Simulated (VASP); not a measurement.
The system is Ge.

```
CELL_PARAMETERS angstrom
3.00765 0.00000 0.00000
-1.50383 2.60470 0.00000
0.00000 0.00000 4.91150
ATOMIC_POSITIONS crystal
Ge 0.33333 0.66667 0.25000
Ge 0.66667 0.33333 0.75000
```

| Item | Value |
| --- | --- |
| Program | VASP 6.6.1 |
| Task | relaxation of cell and atoms |
| Functional | BLYP |
| Potentials or basis | VASP PAW PBE potentials, release 64 (Ge_d) |
| Cutoff | 600 eV |
| k mesh | 12 × 12 × 7 |
| Occupations | fermi-dirac, width 0.1 eV |
| Spin | no spin polarisation |

At the start: pressure 6.9 GPa; volume 19.24 Å³/atom.

Problem. Where does the relaxation end?

Solution. Over 12 steps the energy falls by 55.3 meV/atom and the volume is 21.61 Å³/atom (+12.3 %); space group P6_3/mmc (No. 194, to 0.05 Å).

The path:
```csv
step,energy change (eV),largest force (eV/Å),pressure (GPa),volume (Å³)
1,0.0000,0.0000,6.90,38.48
2,-0.1024,0.0000,0.26,43.27
3,-0.1023,0.0000,-0.49,43.73
4,-0.1025,0.0000,-0.16,43.52
5,-0.1064,0.0000,-0.38,43.49
6,-0.1098,0.0000,-0.05,43.37
7,-0.1104,0.0000,-0.06,43.41
8,-0.1105,0.0000,-0.33,43.41
9,-0.1104,0.0000,0.21,43.00
10,-0.1106,0.0000,-0.06,43.24
11,-0.1106,0.0000,0.05,43.19
12,-0.1106,0.0000,-0.02,43.21
```

Final structure:
```xyz
2
Lattice="3.1847 0.0000 0.0000 -1.5923 2.7580 0.0000 0.0000 0.0000 4.9201" Properties=species:S:1:pos:R:3 pbc="T T T"
Ge    0.0000    1.8387    1.2300
Ge    1.5923    0.9193    3.6901
```

Caveat: the PAW data sets were made with another functional, which shifts forces and pressure a little.
